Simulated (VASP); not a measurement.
Input of a VASP 6.6.1 run:

Contents of INCAR:

```
  ALGO = Normal
  EDIFF = 1E-6
  ENCUT = 520
  GGA = PE
  ISIF = 2
  ISMEAR = 0
  LASPH = T
  LCHARG = F
  LREAL = F
  LWAVE = F
  NBANDS = 11
  NELM = 60
  PREC = Accurate
  SIGMA = 0.05
```

KPOINTS

```
k-points
0
Gamma
  12 12 12
```

Contents of POSCAR:

```
SiC
1.0
    0.0000000000      2.1740000000      2.1740000000
    2.1740000000      0.0000000000      2.1740000000
    2.1740000000      2.1740000000      0.0000000000
Si C
1 1
Direct
    0.0517479301      0.0517479301     -0.1249305546
    0.7500000000      0.7500000000      0.7500000000
```

Potentials or basis: VASP PAW PBE potentials, release 64 (Si, C).

The run is started by

```console
$ cat potpaw_PBE.64/Si/POTCAR potpaw_PBE.64/C/POTCAR > POTCAR
$ mpirun -np 1 vasp_std > vasp.out
```

(1) Estimate the pressure.

(2) What does it give for the band gap on the k mesh?

(3) Estimate the largest force.

Answers

(1) 12.2 GPa.

(2) zero (band 4 reaches 9.48 eV, above the bottom of band 5 at 9.31 eV).

(3) 3.221 eV/Å.

Caveat: the cell differs from its parent crystal (atom 1 (Si) moved by (-0.225, +0.225) A along [1 1 0] and z); forces of over 1 eV/Å act on the atoms, so gaps and moduli don't describe the material at rest.
